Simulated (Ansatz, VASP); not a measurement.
NaCl in VASP and in Ansatz

Contents of POSCAR:

```
NaCl
1.0
   -0.0401720166      2.7625268138      2.7625268138
    2.7625268138     -0.0401720166      2.7625268138
    2.7625268138      2.7625268138     -0.0401720166
Na Cl
1 1
Direct
    0.0000000000      0.0000000000      0.0000000000
    0.5000000000      0.5000000000      0.5000000000
```

Contents of INCAR.step1:

```
SYSTEM = NaCl
ALGO     = Normal         ! electronic algorithm
EDIFF    = 1E-5           ! SCF threshold, eV
ENCUT    = 520            ! plane-wave cutoff, eV
GGA      = PE             ! functional
ISIF     = 2              ! what is computed and relaxed
ISMEAR   = 0              ! smearing method
LASPH    = .True.         ! aspherical terms in the spheres
LCHARG   = .False.        ! write CHGCAR
LREAL    = .False.        ! projectors in reciprocal space
LWAVE    = .True.         ! write WAVECAR
NBANDS   = 14             ! bands
NELM     = 100            ! most SCF steps
PREC     = Accurate       ! precision mode
SIGMA    = 0.01           ! smearing width, eV
```

Contents of INCAR.step2:

```
SYSTEM = NaCl
ALGO     = Normal         ! electronic algorithm
EDIFF    = 1E-7           ! SCF threshold, eV
ENCUT    = 520            ! plane-wave cutoff, eV
GGA      = PE             ! functional
HFSCREEN = 0.2079         ! screening, 1/A
ISIF     = 2              ! what is computed and relaxed
ISMEAR   = 0              ! smearing method
ISTART   = 1            
LASPH    = .True.         ! aspherical terms in the spheres
LCHARG   = .False.        ! write CHGCAR
LHFCALC  = .True.         ! exact exchange
LREAL    = .False.        ! projectors in reciprocal space
LWAVE    = .False.        ! write WAVECAR
NBANDS   = 14             ! bands
NELM     = 100            ! most SCF steps
PREC     = Accurate       ! precision mode
PRECFOCK = Normal       
SIGMA    = 0.01           ! smearing width, eV
```

KPOINTS

```
k-points
0
Gamma
  6 6 6
  0 0 0
```

Input for Ansatz:

```yaml
crystal:
  lattice:
    - [-0.0401720166, 2.7625268138, 2.7625268138]
    - [2.7625268138, -0.0401720166, 2.7625268138]
    - [2.7625268138, 2.7625268138, -0.0401720166]
  atoms:
    - { symbol: Na, position: [0.0, 0.0, 0.0] }
    - { symbol: Cl, position: [0.5, 0.5, 0.5] }
kpoints:
  mp_grid: { grid: [6, 6, 6] }
  band_path:
    path:
      - [0.0, 0.0, 0.0]
      - [0.5, 0.0, 0.5]
      - [0.625, 0.25, 0.625]
      - [0.375, 0.375, 0.75]
      - [0.5, 0.5, 0.5]
      - [0.5, 0.25, 0.75]
    npoints: 1
hamiltonian:
  xc: hse06
scf:
  occupations: { method: fixed }
  n_extra_bands: 4
output:
  forces: true
  stress: true
  eigenvalues: true
```

Change from the starting cell: shear_111 strain -2.1%.

Alike in both runs: task single point; functional HSE06; k mesh 6 × 6 × 6; no spin polarisation.

|  | VASP | Ansatz |
| --- | --- | --- |
| version | VASP 6.6.1 | Ansatz 0.2.0 |
| potentials or method | VASP PAW PBE potentials, release 64 (Na_pv, Cl) | plane waves, PAW |
| plane-wave cutoff (eV) | 520 | 420 |
| occupations | gaussian, width 0.01 eV | fixed |
| valence electrons in the cell | 14 | 16 |

VASP gave:

| Property | Result |
| --- | --- |
| gap on the k mesh at the Fermi level (eV) | 6.58 |
| pressure (GPa) | 1.3 |
| traceless stress, the component that is largest in VASP (GPa) | 0.19 |

**Question.** Which values does Ansatz return?

**Answer.** gap on the k mesh at the Fermi level (eV): 6.59; pressure (GPa): 1.3; traceless stress, the component that is largest in VASP (GPa): 0.19.

VASP's potentials hold 14 valence electrons a cell and Ansatz's 16, so a difference there can come from the potentials and not from the codes. Ansatz's warnings: stress exchange threshold loose, stress scf threshold loose.
